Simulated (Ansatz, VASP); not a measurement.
One calculation of W, two programs

File POSCAR:

```
W
1.0
   -1.5174350000      1.5174350000      1.5973000000
    1.5174350000     -1.5174350000      1.5973000000
    1.5174350000      1.5174350000     -1.5973000000
W
1
Direct
    0.0000000000      0.0000000000      0.0000000000
```

File INCAR.step1:

```
PREC = Accurate
ENCUT = 520
ISMEAR = 0
SIGMA = 0.15
LREAL = F
LASPH = T
NELM = 100
NBANDS = 13
GGA = PE
ALGO = Normal
EDIFF = 1E-4
LWAVE = T
LCHARG = F
```

File INCAR.step2:

```
PREC = Accurate
ENCUT = 520
EDIFF = 1E-6
ISMEAR = 0
SIGMA = 0.15
LREAL = F
LASPH = T
NELM = 100
ALGO = Normal
ISIF = 2
LWAVE = F
LCHARG = T
METAGGA = R2SCAN
LMIXTAU = T
LELF = T
LVHAR = T
NBANDS = 13
ISTART = 1
```

The input KPOINTS:

```
Automatic mesh
0
Gamma
  20 20 20
```

Input for Ansatz:

```yaml
crystal:
  lattice:
    - [-1.517435, 1.517435, 1.5973]
    - [1.517435, -1.517435, 1.5973]
    - [1.517435, 1.517435, -1.5973]
  atoms:
    - { symbol: W, position: [0.0, 0.0, 0.0] }
basis:
  ecutwfc: 500
kpoints:
  mp_grid: { grid: [20, 20, 20] }
hamiltonian:
  xc: r2scan
scf:
  occupations: { method: gaussian, width: 0.15 }
output:
  forces: true
  stress: true
  eigenvalues: true
```

Change from the starting cell: strain -0.050 along x and y, +0.000 along z, atoms carried along.

Alike in both runs: task single point; functional r2SCAN; k mesh 20 × 20 × 20; occupations gaussian, width 0.15 eV; no spin polarisation.

|  | VASP | Ansatz |
| --- | --- | --- |
| version | VASP 6.6.1 | Ansatz 0.2.0 |
| potentials or method | VASP PAW PBE potentials, release 64 (W_sv), cutoff 520 eV | scalar-relativistic, plane waves, PAW |
| valence electrons in the cell | 14 | 14 |

```csv
,VASP,Ansatz,Ansatz less VASP
gap on the k mesh at the Fermi level (eV),none,none,-
pressure (GPa),31.5,29.7,-1.75
"traceless stress, the component that is largest in VASP (GPa)",-13.89,-13.91,-0.016
```

VASP's potentials were made for PBE, not for r2SCAN. A gap of «none» marks a metal or a gap that the smearing closes. Both programs put the cell under a high pressure, so it lies far from rest at this level.

Neither program's run includes spin-orbit coupling.
